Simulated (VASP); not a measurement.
Hf:

```xyz
4
Lattice="1.7701 -5.6152 0.0000 1.7701 5.6152 0.0000 0.0000 0.0000 4.6847" Properties=species:S:1:pos:R:3 pbc="T T T"
Hf    1.7701    4.5147    4.2631
Hf    1.7701   -1.1006    2.7640
Hf    1.7701   -4.5147    0.4216
Hf    1.7701    1.1006    1.9207
```

```yaml
Program: VASP 6.6.1
Task: relaxation of cell and atoms
Functional: PBE
Potentials_or_basis: VASP PAW PBE potentials, release 64 (Hf_pv)
Cutoff: 600 eV
k_mesh: 6 × 6 × 4
Occupations: gaussian, width 0.1 eV
Spin: no spin polarisation
```

At the start: pressure 22.8 GPa; volume 23.28 Å³/atom.

**Question.** How do energy, volume and symmetry change on relaxing?

**Answer.** Over 16 steps the energy falls by 2693.5 meV/atom and the volume is 23.06 Å³/atom (-1.0 %); space group Fmmm (No. 69, to 0.05 Å).

Step by step:
| step | energy change (eV) | largest force (eV/Å) | pressure (GPa) | volume (Å³) |
| --- | --- | --- | --- | --- |
| 1 | 0.0000 | 6.7864 | 22.77 | 93.13 |
| 2 | -4.4839 | 1.2457 | -13.97 | 144.97 |
| 3 | -5.1079 | 2.4233 | -9.12 | 128.36 |
| 4 | -8.1564 | 2.1317 | -10.94 | 111.63 |
| 5 | -0.3919 | 10.9082 | 77.93 | 69.16 |
| 6 | -9.2115 | 1.9290 | -8.45 | 103.16 |
| 7 | -9.9954 | 1.9049 | 10.37 | 85.22 |
| 8 | -10.2922 | 1.0062 | -1.33 | 92.86 |
| 9 | -10.3432 | 0.9438 | 0.92 | 90.97 |
| 10 | -10.6359 | 0.8966 | 4.46 | 89.40 |
| 11 | -10.6933 | 0.5636 | 3.01 | 89.91 |
| 12 | -10.7145 | 0.2093 | -3.83 | 96.20 |
| 13 | -10.7470 | 0.2994 | -1.02 | 93.38 |
| 14 | -10.7689 | 0.1473 | -0.25 | 92.45 |
| 15 | -10.7724 | 0.0636 | 0.23 | 91.91 |
| 16 | -10.7741 | 0.0308 | -0.24 | 92.23 |

Final structure:
```
CELL_PARAMETERS angstrom
1.58865 -5.40545 0.00000
1.58865 5.40545 0.00000
0.00000 0.00000 5.37033
ATOMIC_POSITIONS crystal
Hf 0.13533 0.86467 0.99973
Hf 0.63533 0.36467 0.50027
Hf 0.86467 0.13533 0.00027
Hf 0.36467 0.63533 0.49973
```
